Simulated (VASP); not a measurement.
Write the native input for VASP 6.6.1 that does the following.

* Task: single point
* Functional: HSE06
* Potentials or basis: VASP PAW PBE potentials, release 64 (Mg, O)
* Cutoff: 520 eV
* k mesh: 6 × 6 × 4
* Occupations: gaussian, width 0.01 eV
* Spin: no spin polarisation
* Dipole correction: no
* Grid for exact exchange (PRECFOCK): Normal
* Further INCAR settings: ALGO = Normal; EDIFF = 1e-06; NBANDS = 16
* Share of exact exchange: 0.25
* Screening parameter: 0.2079 1/Å

MgO:

```
CELL_PARAMETERS angstrom
3.27678 0.00000 0.00000
-1.63839 2.83777 0.00000
0.00000 0.00000 3.93629
ATOMIC_POSITIONS crystal
Mg 0.66667 0.33333 0.75000
Mg 0.33333 0.66667 0.25000
O 0.66667 0.33333 0.25000
O 0.33333 0.66667 0.75000
```

This cell differs from its parent crystal: strain -6.0%.

One way to write it, as run:

POSCAR

```
MgO
1.0
    3.2767768803      0.0000000000      0.0000000000
   -1.6383884401      2.8377720209      0.0000000000
    0.0000000000      0.0000000000      3.9362907705
Mg O
2 2
Direct
    0.6666666667      0.3333333333      0.7500000000
    0.3333333333      0.6666666667      0.2500000000
    0.6666666667      0.3333333333      0.2500000000
    0.3333333333      0.6666666667      0.7500000000
```

INCAR.step1

```
SYSTEM = MgO
ALGO = Normal ; EDIFF = 1E-5
ENCUT = 520 ; GGA = PE
ISIF = 2 ; ISMEAR = 0
LASPH = .TRUE. ; LCHARG = .FALSE.
LREAL = .FALSE. ; LWAVE = .TRUE.
NBANDS = 16 ; NELM = 100
PREC = Accurate ; SIGMA = 0.01
```

INCAR.step2

```
SYSTEM = MgO
ALGO = Normal ; EDIFF = 1E-6
ENCUT = 520 ; GGA = PE
HFSCREEN = 0.2079 ; ISIF = 2
ISMEAR = 0 ; ISTART = 1
LASPH = .TRUE. ; LCHARG = .FALSE.
LHFCALC = .TRUE. ; LREAL = .FALSE.
LWAVE = .FALSE. ; NBANDS = 16
NELM = 100 ; PREC = Accurate
PRECFOCK = Normal ; SIGMA = 0.01
```

KPOINTS

```
k-points
0
G
  6 6 4
  0 0 0
```

Potentials or basis: VASP PAW PBE potentials, release 64 (Mg, O).

Run with:

```bash
$ cat potpaw_PBE.64/Mg/POTCAR potpaw_PBE.64/O/POTCAR > POTCAR
$ cp INCAR.step1 INCAR
$ mpirun -np 1 vasp_std > vasp.out
$ cp INCAR.step2 INCAR
$ mpirun -np 1 vasp_std > vasp.out
```

Results of the run:

| Property | Result |
| --- | --- |
| Pressure | 37.2 GPa |
| Band gap on the k mesh | 6.11 eV |

Caveat: the cell differs from its parent crystal (strain -6.0%); the cell stands under pressure; the PAW data sets were made with another functional, which shifts forces and pressure a little.

Run time: 15 min on 1 thread of Intel(R) Xeon(R) 6975P-C (Granite Rapids), with other jobs on the host, peak memory 0.26 GiB.
